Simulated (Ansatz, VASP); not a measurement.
One calculation of Al, two programs

INCAR

```
SYSTEM = Al
  PREC = Accurate
  ENCUT = 400
  EDIFF = 1E-6
  ISMEAR = 1
  SIGMA = 0.1
  LREAL = .False.
  LASPH = .True.
  NELM = 120
  ALGO = Normal
  ISIF = 2
  LWAVE = .False.
  LCHARG = .False.
  LDIPOL = .True.
  IDIPOL = 3
  DIPOL = 0.5 0.5 0.715
  GGA = PE
  NBANDS = 14
  GGA_COMPAT = .False.
  NELMDL = -8
```

Contents of KPOINTS:

```
regular mesh
0
Gamma
  15 15 1
  0 0 0
```

File POSCAR:

```
Al
1.0
    3.0028735933      0.0000000291      0.0000000000
   -1.5014368219      2.6005648016      0.0000000000
    0.0000000000      0.0000000000     33.0306503904
Al
4
Direct
    0.6666666667      0.3333333333      0.6148424729
    0.3333333333      0.6666666667      0.6812766721
    1.0000000000      0.0000000000      0.7477768151
    0.6666666667      0.3333333333      0.8150420224
```

Input for Ansatz:

```yaml
crystal:
  lattice:
    - [3.0028735933, 2.91e-08, 0.0]
    - [-1.5014368219, 2.6005648016, 0.0]
    - [0.0, 0.0, 33.0306503904]
  atoms:
    - { symbol: Al, position: [0.6666666667, 0.3333333333, 0.6148424729] }
    - { symbol: Al, position: [0.3333333333, 0.6666666667, 0.6812766721] }
    - { symbol: Al, position: [1.0, 0.0, 0.7477768151] }
    - { symbol: Al, position: [0.6666666667, 0.3333333333, 0.8150420224] }
basis:
  ecutwfc: 420
kpoints:
  mp_grid: { grid: [15, 15, 1] }
hamiltonian:
  xc: pbe
  pseudopotentials: { kind: paw, azcp: { folder: soft_1 } }
scf:
  occupations: { method: methfessel_paxton, width: 0.1 }
  n_extra_bands: 7
  max_iter: 160
output:
  forces: true
  eigenvalues: true
  write_density: true
  write_potential: true
  elf: true
  volumetric_format: npy
efield:
  axis: 3
  dipole_correction: true
```

Alike in both runs: task single point; functional PBE; k mesh 15 × 15 × 1; occupations methfessel-paxton of order 1, width 0.1 eV; no spin polarisation.

|  | VASP | Ansatz |
| --- | --- | --- |
| version | VASP 6.6.1 | Ansatz 0.2.0 |
| potentials or method | VASP PAW PBE potentials, release 64 (Al), cutoff 400 eV | scalar-relativistic, plane waves, PAW |
| valence electrons in the cell | 12 | 12 |

|  | VASP | Ansatz | Ansatz less VASP |
| --- | --- | --- | --- |
| gap on the k mesh at the Fermi level (eV) | none | none | - |
| rms of the force components (eV/Å) | 0.067 | 0.067 | 0.0000 |

Atom by atom the forces differ by 0.000 eV/Å (rms over components). A gap of «none» marks a metal or a gap that the smearing closes. Ansatz's warnings: xc potential rough in thin density.
